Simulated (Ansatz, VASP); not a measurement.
In2GaP3 in VASP and in Ansatz

```
CELL_PARAMETERS angstrom
3.98749 0.00000 0.00000
-1.99374 3.45327 0.00000
0.00000 0.00000 9.79561
ATOMIC_POSITIONS crystal
Ga 0.00000 0.00000 0.00091
In 0.66667 0.33333 0.67367
In 0.33333 0.66667 0.32749
P 0.66667 0.33333 0.92956
P 0.33333 0.66667 0.58186
P 0.00000 0.00000 0.23652
```

Alike in both runs: task single point; functional r2SCAN; k mesh 6 × 6 × 2; no spin polarisation.

|  | VASP | Ansatz |
| --- | --- | --- |
| version | VASP 6.6.1 | Ansatz 0.2.0 |
| potentials or method | VASP PAW PBE potentials, release 64 (Ga_d, In_d, P) | plane waves, PAW |
| plane-wave cutoff (eV) | 520 | 500 |
| occupations | gaussian, width 0.01 eV | fixed |
| valence electrons in the cell | 54 | 54 |

```tsv
	VASP	Ansatz	Ansatz less VASP
gap on the k mesh at the Fermi level (eV)	1.24	1.26	+0.013
pressure (GPa)	5.1	5.2	+0.10
traceless stress, the component that is largest in VASP (GPa)	0.10	0.11	+0.009
rms of the force components (eV/Å)	0.045	0.048	+0.0027
```

VASP's potentials were made for PBE, not for r2SCAN. Atom by atom the forces differ by 0.004 eV/Å (rms over components).
